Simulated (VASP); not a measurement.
# Mg2S3 (P-3m1) in VASP: further runs

The runs below take Mg2S3 through single point, relaxation of cell and atoms, with PBE.

All numbers are computed with VASP 6.6.1; they aren't measurements. Logs are shortened: lines on timing, memory, paths and dates and some standing lists are left out, and cuts for length are marked.

## (1) The cell of the first run

It takes space group P-3m1 (No. 164, trigonal). The conventional cell has a = 3.865 Å, b = 3.865 Å, c = 7.605 Å, α = 90.00°, β = 90.00°, γ = 120.00°. Mg (site symmetry 3m) has 6 S at 2.50 to 2.73 Å within 3.3 Å. Within 3.6 Å of S (site symmetry -3m) lie 6 Mg at 2.73 Å and 6 S at 3.49 Å. Within 3.3 Å of S (site symmetry 3m) lie 3 Mg at 2.50 Å and 3 S at 3.16 Å.

## (2) Single point, PBE

The input, INCAR:

```
ALGO = Normal ; EDIFF = 1E-7
ENCUT = 520 ; GGA = PE
ISIF = 2 ; ISMEAR = 0
LASPH = True ; LCHARG = False
LREAL = False ; LWAVE = False
NBANDS = 19 ; NELM = 60
PREC = Accurate ; SIGMA = 0.1
```

The input, KPOINTS:

```
k-points
0
Gamma
  6 6 4
```

The input, POSCAR:

```
Mg2S3
1.0
    3.8645128308      0.0000000000      0.0000000000
   -1.9322564154      3.3467662847      0.0000000000
    0.0000000000      0.0000000000      7.6052386710
Mg S
2 3
Direct
    0.3333333333      0.6666666667      0.2058421244
    0.6666666667      0.3333333333      0.7941578756
    0.0000000000      0.0000000000      0.0000000000
    0.3333333333      0.6666666667      0.6471698985
    0.6666666667      0.3333333333      0.3528301015
```

Potentials or basis: VASP PAW PBE potentials, release 64 (Mg, S).

On the command line:

```bash
cat potpaw_PBE.64/Mg/POTCAR potpaw_PBE.64/S/POTCAR > POTCAR
mpirun -np 1 vasp_std > vasp.out
```

OUTCAR:

```text
EDIFF = 1E-7
   ENCUT = 520
   GGA = PE
   ISIF = 2
   ISMEAR = 0
   LASPH = True
   LREAL = False
   NELM = 60
   PREC = Accurate

 ion  position               nearest neighbor table
   1  0.333  0.667  0.206-   5 2.50   5 2.50   5 2.50   3 2.73   3 2.73   3 2.73
   2  0.667  0.333  0.794-   4 2.50   4 2.50   4 2.50   3 2.73   3 2.73   3 2.73
   3  0.000  0.000  0.000-   1 2.73   2 2.73   1 2.73   2 2.73   2 2.73   1 2.73
   4  0.333  0.667  0.647-   2 2.50   2 2.50   2 2.50
   5  0.667  0.333  0.353-   1 2.50   1 2.50   1 2.50

  LATTYP: Found a hexagonal cell.
 ALAT       =     3.8645128308
 C/A-ratio  =     1.9679682806

  Lattice vectors:

 A1 = (   3.8645128308,   0.0000000000,   0.0000000000)
 A2 = (  -1.9322564154,   3.3467662847,   0.0000000000)
 A3 = (   0.0000000000,   0.0000000000,   7.6052386710)

Analysis of symmetry for initial positions (statically):
=====================================================================
 Subroutine PRICEL returns:
 Original cell was already a primitive cell.

 Routine SETGRP: Setting up the symmetry group for a
 hexagonal supercell.

 Subroutine GETGRP returns: Found 12 space group operations
 (whereof 12 operations were pure point group operations)
 out of a pool of 24 trial point group operations.

The static configuration has the point symmetry D_3d.

Analysis of symmetry for dynamics (positions and initial velocities):
=====================================================================
 Subroutine PRICEL returns:
 Original cell was already a primitive cell.

 Routine SETGRP: Setting up the symmetry group for a
 hexagonal supercell.

 Subroutine GETGRP returns: Found 12 space group operations
 (whereof 12 operations were pure point group operations)
 out of a pool of 24 trial point group operations.

The dynamic configuration has the point symmetry D_3d.

 Subroutine INISYM returns: Found 12 space group operations
 (whereof 12 operations are pure point group operations),
 and found     1 'primitive' translations

----------------------------------------------------------------------------------------

                                     Primitive cell

  volume of cell :      98.3633

  direct lattice vectors                    reciprocal lattice vectors
     3.864512831  0.000000000  0.000000000     0.258764829  0.149397943  0.000000000
    -1.932256415  3.346766285  0.000000000     0.000000000  0.298795887  0.000000000
[... 91 lines left out ...]
   LREAL  =      F    real-space projection
   EDIFFG = 0.1E-05   stopping-criterion for IOM
   NSW    =      0    number of steps for IOM
   IBRION =     -1    ionic relax: 0-MD 1-quasi-New 2-CG
   NFREE  =      0    steps in history (QN), initial steepest desc. (CG)
   ISIF   =      2    stress and relaxation
   ISYM   =      2    0-nonsym 1-usesym 2-fastsym
   POTIM  = 0.5000    time-step for ionic-motion
   TEBEG  =    0.0;   TEEND  =   0.0 temperature during run
   PSTRESS=    0.0 pullay stress
   NELECT =      22.0000    total number of electrons
   NUPDOWN=      -1.0000    fix difference up-down
   EMIN   =  10.00;   EMAX   =-10.00  energy-range for DOS
   EFERMI =   0.00;   METHOD = LEGACY
   ISMEAR =     0;   SIGMA  =   0.10  broadening in eV -4-tet -1-fermi 0-gaus
   EFERMI_NEDOS =   21; number of points for ismear=-14 and -15
   IALGO  =     38    algorithm
   IMIX   =      4    mixing-type and parameters
     AMIX     =   0.40;   BMIX     =  1.00
     AMIX_MAG =   1.60;   BMIX_MAG =  1.00
  volume/ion in A,a.u.               =      19.67       132.76
  Fermi-wavevector in a.u.,A,eV,Ry     =   0.993737  1.877890 13.435929  0.987513
  Thomas-Fermi vector in A             =   2.125639
   LORBIT       =      0    0 simple, 1 ext, 2 COOP (PROOUT), +10 PAW based schemes
   GGA     = PE    functional components
   LHFCALC =     F    Hartree Fock is set to
   AEXX    =    0.0000 exact exchange contribution
   IVDW    =     0    specifies the selected vdW correction
   LEPSILON=     F    determine dielectric tensor
   LRPA    =     F    only Hartree local field effects (RPA)
 non-spin polarized calculation
 Gauss-broadening in eV      SIGMA  =   0.10
  energy-cutoff  :      520.00
  volume of cell :       98.36
 maximum number of plane-waves:      2694
 NGX is ok and might be reduce to    30

 number of electron      21.9999997 magnetization

 Free energy of the ion-electron system (eV)
  ---------------------------------------------------
  ext. energy  EPLUGINS =         0.00000000
  ---------------------------------------------------
  free energy    TOTEN  =       -18.75762542 eV

  energy without entropy =      -18.73202228  energy(sigma->0) =      -18.74482385

 E-fermi :   2.9794     XC(G=0):  -9.3364

 val. band max:        2.9721373422   @ k =   0.0000   0.0000   0.0000
 cond. band min:       2.9834484727   @ k =   0.1667   0.0000   0.2500
 fundamental gap:      0.0113111305
 Fermi energy:         2.9793839778

 k-point     1 :       0.0000    0.0000    0.0000
  band No.  band energies     occupation
      1      -9.7894      2.00000
      2      -8.5744      2.00000
      3      -8.2180      2.00000
      4      -0.1802      2.00000
      5       0.3402      2.00000
      6       2.0038      2.00000
[... 505 lines left out ...]
      6      -0.6385      2.00000
[... 11 lines left out ...]
     18      11.1523      0.00000
     19      12.2959      0.00000

------------------------ aborting loop because EDIFF is reached ----------------------------------------

  FORCE on cell =-STRESS in cart. coord.  units (eV):
  Direction    XX          YY          ZZ          XY          YZ          ZX
  --------------------------------------------------------------------------------------
  -------------------------------------------------------------------------------------
  Total       -0.3038034     -0.3038034     -0.1883349      0.0000000      0.0000000      0.0000000
  in kB       -4.9484621     -4.9484621     -3.0676677      0.0000000      0.0000000      0.0000000
  external PRESSURE =      -4.3215306 kB  Pullay stress =       0.0000000 kB

 VOLUME and BASIS-vectors are now :
 -----------------------------------------------------------------------------
  energy-cutoff  :      520.00
  volume of cell :       98.36
      direct lattice vectors                 reciprocal lattice vectors
     3.864512831  0.000000000  0.000000000     0.258764829  0.149397943  0.000000000
    -1.932256415  3.346766285  0.000000000     0.000000000  0.298795887  0.000000000
     0.000000000  0.000000000  7.605238671     0.000000000  0.000000000  0.131488313

 POSITION                                       TOTAL-FORCE (eV/Angst)
 -----------------------------------------------------------------------------------
     -0.00000      2.23118      1.56548         0.000000     -0.000000     -0.032021
      1.93226      1.11559      6.03976        -0.000000      0.000000      0.032021
      0.00000      0.00000      0.00000         0.000000      0.000000      0.000000
     -0.00000      2.23118      4.92188        -0.000000     -0.000000      0.039095
      1.93226      1.11559      2.68336         0.000000      0.000000     -0.039095
 -----------------------------------------------------------------------------------
    total drift:                               -0.000000      0.000000      0.000000

  FREE ENERGIE OF THE ION-ELECTRON SYSTEM (eV)
  ---------------------------------------------------
  free  energy   TOTEN  =       -18.7576254229 eV

  energy  without entropy=      -18.7320222822  energy(sigma->0) =      -18.74482385
```

Run time: 21 s. Hardware: 1 thread of Intel Xeon 6975P-C (Granite Rapids), shared host; peak memory 0.23 GiB.

Results:

```
Free energy            : -18.7576 eV
Pressure               : -0.4 GPa
Largest force          : 0.039 eV/Å
Band gap on the k mesh : zero (band 11 reaches 3.09 eV, above the bottom of band 12 at 2.22 eV)
```

Forces on the atoms (eV/Å):
```
Mg   0.000  0.000 -0.032
Mg   0.000  0.000  0.032
S    0.000  0.000  0.000
S    0.000  0.000  0.039
S    0.000  0.000 -0.039
```

Stress tensor (GPa, compression positive):
```
-0.49  0.00  0.00
 0.00 -0.49  0.00
 0.00  0.00 -0.31
```

Levels at points of the mesh, in eV from the Fermi level:
| k point | band 9 | band 10 | band 11 | band 12 | band 13 | band 14 |
| --- | --- | --- | --- | --- | --- | --- |
| (0.00, 0.00, 0.00) | -0.91 | -0.01 | -0.01 | 0.89 | 3.99 | 5.32 |
| (0.50, 0.00, 0.00) | -0.95 | -0.68 | -0.59 | -0.25 | 3.33 | 5.76 |
| (0.00, 0.00, 0.50) | -0.56 | -0.56 | -0.21 | -0.21 | 4.11 | 5.52 |
| (0.50, 0.00, 0.50) | -1.70 | -1.40 | -0.09 | 0.45 | 3.76 | 5.05 |

## (3) Relaxation of cell and atoms, PBE

This run uses another cell than the first one, of the same volume but with other edges.

The input, INCAR:

```
SYSTEM = Mg2S3
PREC = Accurate
ENCUT = 600
EDIFF = 1E-6
ISMEAR = 0
SIGMA = 0.1
LREAL = .False.
LASPH = .True.
NELM = 80
ALGO = Normal
ISIF = 3
LWAVE = .False.
LCHARG = .False.
GGA = PE
IBRION = 2
NSW = 90
EDIFFG = -0.04
```

The input, KPOINTS:

```
regular mesh
0
Gamma
  6 6 4
  0 0 0
```

The input, POSCAR:

```
Mg2S3
1.0
    4.1772001014      0.0000000000      0.0000000000
   -2.0886000507      3.6175614045      0.0000000000
    0.0000000000      0.0000000000      6.4990448278
Mg S
2 3
Direct
    0.3333333333      0.6666666667      0.2450000000
    0.6666666667      0.3333333333      0.7550000000
    0.0000000000      0.0000000000      0.0000000000
    0.3333333333      0.6666666667      0.6450000000
    0.6666666667      0.3333333333      0.3550000000
```

Potentials or basis: VASP PAW PBE potentials, release 64 (Mg, S).

On the command line:

```bash
cat potpaw_PBE.64/Mg/POTCAR potpaw_PBE.64/S/POTCAR > POTCAR
mpirun -np 1 vasp_std > vasp.out
```

Run time: 3.5 min. Hardware: 1 thread of Intel Xeon 6975P-C (Granite Rapids), shared host; peak memory 0.28 GiB.

The run converged. Its results:

- Free energy: -18.7659 eV
- Relaxed volume: 19.07 Å³/atom
- Relaxed cell: a = 3.714 Å, b = 3.714 Å, c = 7.982 Å, α = 90.00°, β = 90.00°, γ = 120.00°
- Space group after relaxing (to 0.05 Å): P-3m1 (No. 164)
- Energy gained by relaxing: 72.1 meV/atom
- Ionic steps: 17
- Pressure after relaxing: 0.0 GPa
- Largest force after relaxing: 0.037 eV/Å
- Band gap on the k mesh: zero (band 11 reaches 3.53 eV, above the bottom of band 12 at 2.49 eV)

Forces in eV/Å, atoms in the order of the input:
```
Mg   0.000  0.000  0.028
Mg   0.000  0.000 -0.028
S    0.000  0.000  0.000
S    0.000  0.000 -0.037
S    0.000  0.000  0.037
```

The path:
```tsv
step	energy change (eV)	largest force (eV/Å)	pressure (GPa)	volume (Å³)
1	0.0000	0.6642	0.84	98.21
2	-0.0771	0.4188	-0.29	99.67
3	-0.1334	0.1834	-1.45	101.81
4	-0.1327	0.2177	-2.66	106.05
5	-0.1819	0.4376	-0.90	103.54
6	-0.1886	0.5485	0.03	102.37
7	-0.2192	0.5039	0.04	102.04
8	-0.2934	0.3563	0.02	101.00
9	-0.3466	0.1312	-0.19	98.70
10	-0.3479	0.1200	-0.22	98.42
11	-0.3504	0.1022	-0.27	97.85
12	-0.3575	0.0590	-0.39	96.66
13	-0.3205	0.2521	-0.40	94.13
14	-0.3587	0.0330	-0.46	96.44
15	-0.3592	0.0481	-0.48	96.18
16	-0.3538	0.1023	1.27	93.46
17	-0.3606	0.0372	0.04	95.33
```

Final structure:
```
CELL_PARAMETERS angstrom
3.71352 0.00000 0.00000
-1.85676 3.21600 0.00000
0.00000 0.00000 7.98220
ATOMIC_POSITIONS crystal
Mg 0.33333 0.66667 0.19382
Mg 0.66667 0.33333 0.80618
S 0.00000 0.00000 0.00000
S 0.33333 0.66667 0.63695
S 0.66667 0.33333 0.36305
```

Levels at points of the mesh, in eV from the Fermi level:
```csv
k point,band 8,band 9,band 10,band 11,band 12,band 13,band 14,band 15
"(0.00, 0.00, 0.00)",-0.58,-0.58,0.27,0.27,0.80,4.28,5.50,5.77
"(0.50, 0.00, 0.00)",-1.50,-1.03,-0.70,-0.60,-0.30,3.48,5.15,6.20
"(0.00, 0.00, 0.50)",-0.58,-0.38,-0.38,0.16,0.16,4.40,5.97,6.48
"(0.50, 0.00, 0.50)",-1.66,-1.51,-1.50,-0.01,0.28,3.90,5.19,5.55
```
